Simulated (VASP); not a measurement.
Pt:

```
Pt
1.0
     2.78025    0.00000    0.00000
    -1.39012    2.40777    0.00000
     0.00000    0.00000    4.84822
Pt
2
Cartesian
  1.3901 0.8026 3.6362
  0.0000 1.6052 1.2121
```

This cell differs from its parent crystal: volume scaled by 1.03, then relaxed in part.

Base run:

```yaml
Program: VASP 6.6.1
Functional: PBE
Potentials_or_basis: VASP PAW PBE potentials, release 64 (Pt)
Cutoff: 520 eV
k_mesh: 18 × 18 × 10
Occupations: gaussian, width 0.1 eV
Spin: no spin polarisation
```

Its results: band gap on the k mesh zero (band 10 reaches 10.36 eV, above the bottom of band 11 at 9.14 eV); pressure -7.0 GPa.

Q: The run is repeated on the same cell with these changes: functional from PBE to RPBE; further incar settings from ALGO = Normal; EDIFF = 1e-06; NBANDS = 17 to ALGO = Normal; EDIFF = 1e-07; NBANDS = 17. What comes out?

A: Band gap on the k mesh zero (band 10 reaches 10.44 eV, above the bottom of band 11 at 9.22 eV); pressure -3.0 GPa.

Caveats: spin-orbit coupling is left out, which moves the levels of the heavy elements; the PAW data sets were made with another functional, which shifts forces and pressure a little (some runs).
